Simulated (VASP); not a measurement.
Set up this calculation in VASP 6.6.1, as the native input.

```yaml
Task: density of states
Functional: PBE
Potentials_or_basis: VASP PAW PBE potentials, release 64 (Mg, O)
Cutoff: 520 eV
k_mesh: 10 × 10 × 10
Occupations: fermi-dirac, width 0.0666 eV
Spin: no spin polarisation
Dipole_correction: no
k_mesh_for_the_DOS: 15 × 15 × 15
Occupations_for_the_DOS: tetrahedron
Further_INCAR_settings: ALGO = Normal; EDIFF = 1e-06
```

Crystal: MgO.

```xyz
2
Lattice="0.0000 2.2120 2.2120 2.2120 0.0000 2.2120 2.2120 2.2120 0.0000" Properties=species:S:1:pos:R:3 pbc="T T T"
Mg    0.0000    0.0000    0.0000
O     2.2120    2.2120    2.2120
```

These files were run (other wordings do the same):

POSCAR

```
MgO
1.0
    0.0000000000      2.2119513600      2.2119513600
    2.2119513600      0.0000000000      2.2119513600
    2.2119513600      2.2119513600      0.0000000000
Mg O
1 1
Direct
    0.0000000000      0.0000000000      0.0000000000
    0.5000000000      0.5000000000      0.5000000000
```

INCAR.step1

```
SYSTEM = MgO
ALGO     = Normal         ! electronic algorithm
EDIFF    = 1E-6           ! SCF threshold, eV
ENCUT    = 520            ! plane-wave cutoff, eV
GGA      = PE             ! functional
GGA_COMPAT= .FALSE.      
ISIF     = 2              ! what is computed and relaxed
ISMEAR   = -1             ! smearing method
LASPH    = .TRUE.         ! aspherical terms in the spheres
LCHARG   = .TRUE.         ! write CHGCAR
LORBIT   = 11             ! projections on sites
LREAL    = .FALSE.        ! projectors in reciprocal space
LWAVE    = .FALSE.        ! write WAVECAR
NBANDS   = 11             ! bands
NEDOS    = 2001           ! points of the DOS
NELM     = 120            ! most SCF steps
PREC     = Accurate       ! precision mode
SIGMA    = 0.0666         ! smearing width, eV
```

KPOINTS.step1

```
k-points
0
G
  10 10 10
  0 0 0
```

INCAR.step2

```
SYSTEM = MgO
ALGO     = Normal         ! electronic algorithm
EDIFF    = 1E-6           ! SCF threshold, eV
ENCUT    = 520            ! plane-wave cutoff, eV
GGA      = PE             ! functional
GGA_COMPAT= .FALSE.      
ICHARG   = 11             ! starting density
ISIF     = 2              ! what is computed and relaxed
ISMEAR   = -5             ! smearing method
LASPH    = .TRUE.         ! aspherical terms in the spheres
LCHARG   = .FALSE.        ! write CHGCAR
LORBIT   = 11             ! projections on sites
LREAL    = .FALSE.        ! projectors in reciprocal space
LWAVE    = .FALSE.        ! write WAVECAR
NEDOS    = 1001           ! points of the DOS
NELM     = 120            ! most SCF steps
PREC     = Accurate       ! precision mode
SIGMA    = 0.0666         ! smearing width, eV
```

KPOINTS.step2

```
k-points
0
G
  15 15 15
  0 0 0
```

Potentials or basis: VASP PAW PBE potentials, release 64 (Mg, O).

The run is started by

```sh
$ cat potpaw_PBE.64/Mg/POTCAR potpaw_PBE.64/O/POTCAR > POTCAR
$ cp INCAR.step1 INCAR
$ cp KPOINTS.step1 KPOINTS
$ mpirun -np 1 vasp_std > vasp.out
$ cp INCAR.step2 INCAR
$ cp KPOINTS.step2 KPOINTS
$ mpirun -np 1 vasp_std > vasp.out
```

Results of the run:

The valence electrons inside the program's atomic spheres are Mg 0.33; O 5.02.

Run time: 8.8 s on 1 thread of Intel(R) Xeon(R) 6975P-C (Granite Rapids), with other jobs on the host, peak memory 0.15 GiB.
